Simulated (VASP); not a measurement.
Here is a VASP 6.6.1 calculation.

INCAR

```
  PREC = Accurate
  ENCUT = 520
  EDIFF = 1E-6
  ISMEAR = 0
  SIGMA = 0.05
  LREAL = F
  LASPH = T
  NELM = 60
  ALGO = Normal
  ISIF = 2
  LWAVE = F
  LCHARG = F
  GGA = PE
  IVDW = 12
  NBANDS = 28
```

File KPOINTS:

```
regular mesh
0
Gamma
  4 6 6
```

Contents of POSCAR:

```
PbS
1.0
   11.6372253924      0.0000000000      0.0000000000
    0.0000000000      3.0945062809      3.0061807900
    0.0000000000     -3.0945062809      3.0061807900
Pb S
2 2
Direct
    0.6245814000      0.2566380300      0.7566380300
    0.3754186000      0.7566380300      0.2566380300
    0.6136752500      0.7643619700      0.2643619700
    0.3863247500      0.2643619700      0.7643619700
```

Potentials or basis: VASP PAW PBE potentials, release 64 (Pb_d, S).

Command:

```sh
$ cat potpaw_PBE.64/Pb_d/POTCAR potpaw_PBE.64/S/POTCAR > POTCAR
$ mpirun -np 1 vasp_std > vasp.out
```

Task: Predict the largest force.

Result: 0.373 eV/Å.

Task: Predict the band gap on the k mesh.

Result: 1.98 eV.

Forces on the atoms (eV/Å):
```
Pb  -0.372  0.000 -0.009
Pb   0.372  0.000 -0.009
S   -0.327  0.000  0.009
S    0.327  0.000  0.009
```

Caveat: the cell differs from its parent crystal (strain +0.030 along x and y, +0.000 along z); there is no dipole correction, which matters where the two faces differ; spin-orbit coupling is left out, which moves the levels of the heavy elements.
